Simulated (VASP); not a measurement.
AlRu (zincblende type): single point with PBE

AlRu (zincblende type):

```
Ru Al
1.0
     0.00000    2.65064    2.65064
     2.65064    0.00000    2.65064
     2.65064    2.65064    0.00000
Ru Al
1 1
Direct
  0.00000 0.00000 0.00000
  0.25000 0.25000 0.25000
```

```yaml
Program: VASP 6.6.1
Task: single point
Functional: PBE
Potentials_or_basis: VASP PAW PBE potentials, release 64 (Ru_pv, Al)
Cutoff: 520 eV
k_mesh: 12 × 12 × 12
Occupations: fermi-dirac, width 0.1 eV
Spin: no spin polarisation
Dipole_correction: no
Further_INCAR_settings: ALGO = Normal; EDIFF = 1e-06; NBANDS = 16
```

| Property | Result |
| --- | --- |
| Pressure | 12.1 GPa |

Levels at points of the mesh, in eV from the Fermi level:
| k point | band 7 | band 8 | band 9 | band 10 | band 11 | band 12 |
| --- | --- | --- | --- | --- | --- | --- |
| (0.00, 0.00, 0.00) | -2.02 | -0.61 | -0.61 | 9.00 | 9.00 | 9.00 |
| (0.50, 0.00, 0.00) | -1.79 | -0.21 | -0.21 | 0.81 | 6.83 | 6.83 |
| (0.50, 0.50, 0.00) | -0.44 | -0.44 | 0.10 | 1.68 | 3.30 | 3.30 |

Wall time 18 s on 1 thread of Intel(R) Xeon(R) 6975P-C (Granite Rapids), with other jobs on the host, peak memory 0.18 GiB.
